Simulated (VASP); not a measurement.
# PbSe (Fm-3m) in VASP: electric field gradients with LDA

Aim: the electric field gradients of PbSe with LDA.

All numbers are computed with VASP 6.6.1; they aren't measurements. Logs are shortened: lines on timing, memory, paths and dates and some standing lists are left out, and cuts for length are marked.

## 1. The cell of the first run

The structure is cubic, space group Fm-3m (No. 225). Conventional cell: a = 6.121 Å, b = 6.121 Å, c = 6.121 Å, α = 90.00°, β = 90.00°, γ = 90.00°. Within 4.0 Å of Pb (site symmetry m-3m) lie 6 Se at 3.06 Å. Within 4.0 Å of Se (site symmetry m-3m) lie 6 Pb at 3.06 Å.

## 2. Electric field gradients, LDA

File INCAR:

```
PREC = Accurate
ENCUT = 400
EDIFF = 1E-8
ISMEAR = -1
SIGMA = 0.02
LREAL = F
LASPH = T
NELM = 120
ALGO = Normal
ISIF = 2
LWAVE = F
LCHARG = F
LEFG = T
NBANDS = 17
GGA_COMPAT = F
```

File KPOINTS:

```
Automatic mesh
0
Gamma
  8 8 8
```

File POSCAR:

```
PbSe
1.0
    0.0000000000      3.0606500000      3.0606500000
    3.0606500000      0.0000000000      3.0606500000
    3.0606500000      3.0606500000      0.0000000000
Pb Se
1 1
Direct
    0.0000000000      0.0000000000      0.0000000000
    0.5000000000      0.5000000000      0.5000000000
```

Potentials or basis: VASP PAW LDA potentials, release 64 (Pb_d, Se).

The run is started by

```sh
$ cat potpaw_LDA.64/Pb_d/POTCAR potpaw_LDA.64/Se/POTCAR > POTCAR
$ mpirun -np 1 vasp_std > vasp.out
```

OUTCAR:

```text
PREC = Accurate
   ENCUT = 400
   EDIFF = 1E-8
   ISMEAR = -1
   LREAL = F
   LASPH = T
   NELM = 120
   ISIF = 2

 ion  position               nearest neighbor table
   1  0.000  0.000  0.000-   2 3.06   2 3.06   2 3.06   2 3.06   2 3.06   2 3.06
   2  0.500  0.500  0.500-   1 3.06   1 3.06   1 3.06   1 3.06   1 3.06   1 3.06

  LATTYP: Found a face centered cubic cell.
 ALAT       =     6.1213000000

  Lattice vectors:

 A1 = (   0.0000000000,   3.0606500000,   3.0606500000)
 A2 = (   3.0606500000,   0.0000000000,   3.0606500000)
 A3 = (   3.0606500000,   3.0606500000,   0.0000000000)

Analysis of symmetry for initial positions (statically):
=====================================================================
 Subroutine PRICEL returns:
 Original cell was already a primitive cell.

 Routine SETGRP: Setting up the symmetry group for a
 face centered cubic supercell.

 Subroutine GETGRP returns: Found 48 space group operations
 (whereof 48 operations were pure point group operations)
 out of a pool of 48 trial point group operations.

The static configuration has the point symmetry O_h .

Analysis of symmetry for dynamics (positions and initial velocities):
=====================================================================
 Subroutine PRICEL returns:
 Original cell was already a primitive cell.

 Routine SETGRP: Setting up the symmetry group for a
 face centered cubic supercell.

 Subroutine GETGRP returns: Found 48 space group operations
 (whereof 48 operations were pure point group operations)
 out of a pool of 48 trial point group operations.

The dynamic configuration has the point symmetry O_h .

 Subroutine INISYM returns: Found 48 space group operations
 (whereof 48 operations are pure point group operations),
 and found     1 'primitive' translations

----------------------------------------------------------------------------------------

                                     Primitive cell

  volume of cell :      57.3418

  direct lattice vectors                    reciprocal lattice vectors
     0.000000000  3.060650000  3.060650000    -0.163363991  0.163363991  0.163363991
     3.060650000  0.000000000  3.060650000     0.163363991 -0.163363991  0.163363991
     3.060650000  3.060650000  0.000000000     0.163363991  0.163363991 -0.163363991

  length of vectors
     4.328412740  4.328412740  4.328412740     0.282954733  0.282954733  0.282954733

  position of ions in fractional coordinates (direct lattice)
     0.000000000  0.000000000  0.000000000
     0.500000000  0.500000000  0.500000000

  ion indices of the primitive-cell ions
   primitive index   ion index
                 1           1
                 2           2

----------------------------------------------------------------------------------------

 KPOINTS: Automatic mesh

Automatic generation of k-mesh.
 Grid dimensions read from file:
 generate k-points for:    8    8    8

 Generating k-lattice:

  Cartesian coordinates                     Fractional coordinates (reciprocal lattice)
    -0.020420499  0.020420499  0.020420499     0.125000000  0.000000000  0.000000000
     0.020420499 -0.020420499  0.020420499     0.000000000  0.125000000  0.000000000
     0.020420499  0.020420499 -0.020420499     0.000000000  0.000000000  0.125000000

  Length of vectors
     0.035369342  0.035369342  0.035369342

  Shift w.r.t. Gamma in fractional coordinates (k-lattice)
     0.000000000  0.000000000  0.000000000

 Subroutine IBZKPT returns following result:
 ===========================================

 Found     29 irreducible k-points:

 Following reciprocal coordinates:
            Coordinates               Weight
  0.000000  0.000000  0.000000      1.000000
  0.125000  0.000000  0.000000      8.000000
  0.250000  0.000000  0.000000      8.000000
  0.375000  0.000000  0.000000      8.000000
  0.500000  0.000000  0.000000      4.000000
  0.125000  0.125000  0.000000      6.000000
[... 16 lines left out ...]
  0.500000  0.250000  0.125000     48.000000
 -0.375000  0.250000  0.125000     24.000000
 [... further k-points ...]
   k-points           NKPTS =     29   k-points in BZ     NKDIM =     29   number of bands    NBANDS=     17
   number of dos      NEDOS =    301   number of ions     NIONS =      2
   total plane-waves  NPLWV =  21952
   dimension x,y,z NGX =    28 NGY =   28 NGZ =   28
   dimension x,y,z NGXF=    56 NGYF=   56 NGZF=   56
   ions per type =               1   1
   NGX,Y,Z   is equivalent  to a cutoff of  10.75, 10.75, 10.75 a.u.
   NGXF,Y,Z  is equivalent  to a cutoff of  21.51, 21.51, 21.51 a.u.
 SYSTEM =  unknown system
   PREC   = accura    normal or accurate (medium, high low for compatibility)
   ISTART =      0    job   : 0-new  1-cont  2-samecut
   ICHARG =      2    charge: 1-file 2-atom 10-const
   ISPIN  =      1    spin polarized calculation?
   LNONCOLLINEAR =      F non collinear calculations
   LSORBIT =      F    spin-orbit coupling
   LASPH  =      T    aspherical Exc in radial PAW
   ENCUT  =  400.0 eV  29.40 Ry    5.42 a.u.   7.06  7.06  7.06*2*pi/ulx,y,z
   NELM   =    120;   NELMIN=  2; NELMDL= -5     # of ELM steps
   EDIFF  = 0.1E-07   stopping-criterion for ELM
   LREAL  =      F    real-space projection
   EDIFFG = 0.1E-06   stopping-criterion for IOM
   NSW    =      0    number of steps for IOM
   IBRION =     -1    ionic relax: 0-MD 1-quasi-New 2-CG
   NFREE  =      0    steps in history (QN), initial steepest desc. (CG)
   ISIF   =      2    stress and relaxation
   ISYM   =      2    0-nonsym 1-usesym 2-fastsym
   POTIM  = 0.5000    time-step for ionic-motion
   TEBEG  =    0.0;   TEEND  =   0.0 temperature during run
   PSTRESS=    0.0 pullay stress
   NELECT =      20.0000    total number of electrons
   NUPDOWN=      -1.0000    fix difference up-down
   EMIN   =  10.00;   EMAX   =-10.00  energy-range for DOS
   EFERMI =   0.00;   METHOD = LEGACY
   ISMEAR =    -1;   SIGMA  =   0.02  broadening in eV -4-tet -1-fermi 0-gaus
   EFERMI_NEDOS =   21; number of points for ismear=-14 and -15
   IALGO  =     38    algorithm
   IMIX   =      4    mixing-type and parameters
     AMIX     =   0.40;   BMIX     =  1.00
     AMIX_MAG =   1.60;   BMIX_MAG =  1.00
  volume/ion in A,a.u.               =      28.67       193.48
  Fermi-wavevector in a.u.,A,eV,Ry     =   1.152377  2.177676 18.068159  1.327972
  Thomas-Fermi vector in A             =   2.289028
   LORBIT       =      0    0 simple, 1 ext, 2 COOP (PROOUT), +10 PAW based schemes
   GGA     = CA    functional components
   LHFCALC =     F    Hartree Fock is set to
   AEXX    =    0.0000 exact exchange contribution
   IVDW    =     0    specifies the selected vdW correction
   LEPSILON=     F    determine dielectric tensor
   LRPA    =     F    only Hartree local field effects (RPA)
 non-spin polarized calculation
  energy-cutoff  :      400.00
  volume of cell :       57.34
 maximum number of plane-waves:      1056
   NGX = 15   NGY = 15   NGZ = 15

 number of electron      20.0000009 magnetization

 Free energy of the ion-electron system (eV)
  ---------------------------------------------------
  ext. energy  EPLUGINS =         0.00000000
  ---------------------------------------------------
  free energy    TOTEN  =        -9.44521062 eV

  energy without entropy =       -9.44515599  energy(sigma->0) =       -9.44518330

 E-fermi :   4.9899     XC(G=0):  -9.8454

 val. band max:        4.9091701576   @ k =   0.5000   0.0000   0.0000
 cond. band min:       5.0707141724   @ k =   0.5000   0.0000   0.0000
 fundamental gap:      0.1615440147
 Fermi energy:         4.9899421675

 k-point     1 :       0.0000    0.0000    0.0000
  band No.  band energies     occupation
      1     -11.8697      2.00000
      2     -11.8697      2.00000
      3     -11.8677      2.00000
      4     -11.8677      2.00000
      5     -11.8677      2.00000
      6      -8.7058      2.00000
[... 9 lines left out ...]
     16      11.3836      0.00000
     17      12.9312      0.00000

 k-point     2 :       0.1250    0.0000    0.0000
  band No.  band energies     occupation
      1     -11.8730      2.00000
      2     -11.8730      2.00000
      3     -11.8671      2.00000
      4     -11.8631      2.00000
      5     -11.8631      2.00000
      6      -8.5868      2.00000
[... 9 lines left out ...]
     16      11.7257      0.00000
     17      14.0834      0.00000

 k-point     3 :       0.2500    0.0000    0.0000
  band No.  band energies     occupation
      1     -11.8817      2.00000
      2     -11.8817      2.00000
      3     -11.8660      2.00000
      4     -11.8511      2.00000
      5     -11.8511      2.00000
      6      -8.2597      2.00000
[... 9 lines left out ...]
     16      12.5919      0.00000
     17      15.9930      0.00000

 k-point     4 :       0.3750    0.0000    0.0000
  band No.  band energies     occupation
      1     -11.8905      2.00000
      2     -11.8905      2.00000
      3     -11.8651      2.00000
      4     -11.8392      2.00000
      5     -11.8392      2.00000
      6      -7.8458      2.00000
[... 9 lines left out ...]
     16      13.8918      0.00000
     17      16.2625      0.00000

 k-point     5 :       0.5000    0.0000    0.0000
  band No.  band energies     occupation
      1     -11.8941      2.00000
      2     -11.8941      2.00000
      3     -11.8649      2.00000
      4     -11.8342      2.00000
      5     -11.8342      2.00000
      6      -7.6305      2.00000
[... 9 lines left out ...]
     16      15.0547      0.00000
     17      15.0547      0.00000

 k-point     6 :       0.1250    0.1250    0.0000
  band No.  band energies     occupation
      1     -11.8800      2.00000
      2     -11.8705      2.00000
      3     -11.8668      2.00000
      4     -11.8613      2.00000
      5     -11.8613      2.00000
      6      -8.5452      2.00000
[... 9 lines left out ...]
     16      12.3727      0.00000
     17      13.6288      0.00000
[... 281 lines left out ...]
 k-point    21 :       0.5000    0.5000    0.0000
  band No.  band energies     occupation
      1     -12.0005      2.00000
      2     -11.8865      2.00000
      3     -11.8501      2.00000
      4     -11.8217      2.00000
      5     -11.8217      2.00000
      6      -7.2575      2.00000
[... 9 lines left out ...]
     16      16.4634      0.00000
     17      17.5784      0.00000

 k-point    22 :       0.3750    0.2500    0.1250
  band No.  band energies     occupation
      1     -11.9102      2.00000
      2     -11.8720      2.00000
      3     -11.8703      2.00000
      4     -11.8459      2.00000
      5     -11.8423      2.00000
      6      -7.9796      2.00000
[... 9 lines left out ...]
     16      14.3684      0.00000
     17      14.9207      0.00000

 k-point    23 :       0.5000    0.2500    0.1250
  band No.  band energies     occupation
      1     -11.9230      2.00000
      2     -11.8782      2.00000
      3     -11.8636      2.00000
      4     -11.8431      2.00000
      5     -11.8353      2.00000
      6      -7.6149      2.00000
[... 9 lines left out ...]
     16      14.7897      0.00000
     17      15.9076      0.00000

 k-point    24 :      -0.3750    0.2500    0.1250
  band No.  band energies     occupation
      1     -11.9276      2.00000
      2     -11.8814      2.00000
      3     -11.8571      2.00000
      4     -11.8467      2.00000
      5     -11.8314      2.00000
      6      -7.4359      2.00000
[... 9 lines left out ...]
     16      15.7270      0.00000
     17      15.7492      0.00000

 [... further k-points ...]

------------------------ aborting loop because EDIFF is reached ----------------------------------------

  FORCE on cell =-STRESS in cart. coord.  units (eV):
  Direction    XX          YY          ZZ          XY          YZ          ZX
  --------------------------------------------------------------------------------------
  -------------------------------------------------------------------------------------
  Total       -0.7268612     -0.7268612     -0.7268612      0.0000000      0.0000000      0.0000000
  in kB      -20.3091169    -20.3091169    -20.3091169      0.0000000      0.0000000      0.0000000
  external PRESSURE =     -20.3091169 kB  Pullay stress =       0.0000000 kB

 VOLUME and BASIS-vectors are now :
 -----------------------------------------------------------------------------
  energy-cutoff  :      400.00
  volume of cell :       57.34
      direct lattice vectors                 reciprocal lattice vectors
     0.000000000  3.060650000  3.060650000    -0.163363991  0.163363991  0.163363991
     3.060650000  0.000000000  3.060650000     0.163363991 -0.163363991  0.163363991
     3.060650000  3.060650000  0.000000000     0.163363991  0.163363991 -0.163363991

 POSITION                                       TOTAL-FORCE (eV/Angst)
 -----------------------------------------------------------------------------------
      0.00000      0.00000      0.00000         0.000000     -0.000000      0.000000
      3.06065      3.06065      3.06065        -0.000000      0.000000     -0.000000
 -----------------------------------------------------------------------------------
    total drift:                               -0.000000      0.000000      0.000000

  FREE ENERGIE OF THE ION-ELECTRON SYSTEM (eV)
  ---------------------------------------------------
  free  energy   TOTEN  =        -9.4452106180 eV

  energy  without entropy=       -9.4451559900  energy(sigma->0) =       -9.44518330

 Electric field gradients (V/A^2)
---------------------------------------------------------------------
 ion       V_xx      V_yy      V_zz      V_xy      V_xz      V_yz
---------------------------------------------------------------------
   1       0.000     0.000    -0.000     0.001     0.001     0.001
   2       0.000     0.000     0.000     0.000     0.000     0.000
---------------------------------------------------------------------

 Electric field gradients after diagonalization (V/A^2)
 (convention: |V_zz| > |V_xx| > |V_yy|)
----------------------------------------------------------------------
 ion       V_xx      V_yy      V_zz     asymmetry (V_yy - V_xx)/ V_zz
----------------------------------------------------------------------
   1      -0.001    -0.001     0.002       0.000
   2      -0.000    -0.000     0.000       0.000
----------------------------------------------------------------------

           NMR quadrupolar parameters

 Cq : quadrupolar parameter    Cq=e*Q*V_zz/h
 eta: asymmetry parameters     (V_yy - V_xx)/ V_zz
 Q  : nuclear electric quadrupole moment in mb (millibarn)
----------------------------------------------------------------------
 ion       Cq(MHz)       eta       Q (mb)
----------------------------------------------------------------------
   1       0.000       0.000       1.000
   2       0.000       0.000       1.000
----------------------------------------------------------------------
```

It took 9.9 s on 1 thread of Intel Xeon Platinum 8559C (Emerald Rapids), shared host; peak memory 0.14 GiB.

Results:

| Quantity | Value |
| --- | --- |
| Free energy | -9.4452 eV |
| Pressure | -2.0 GPa |
| Band gap on the k mesh | 0.16 eV |
| Largest electric field gradient by atom | zero within the noise of the run |

Caveat: spin-orbit coupling is left out, which moves the levels of the heavy elements. A k mesh can miss the band edges.
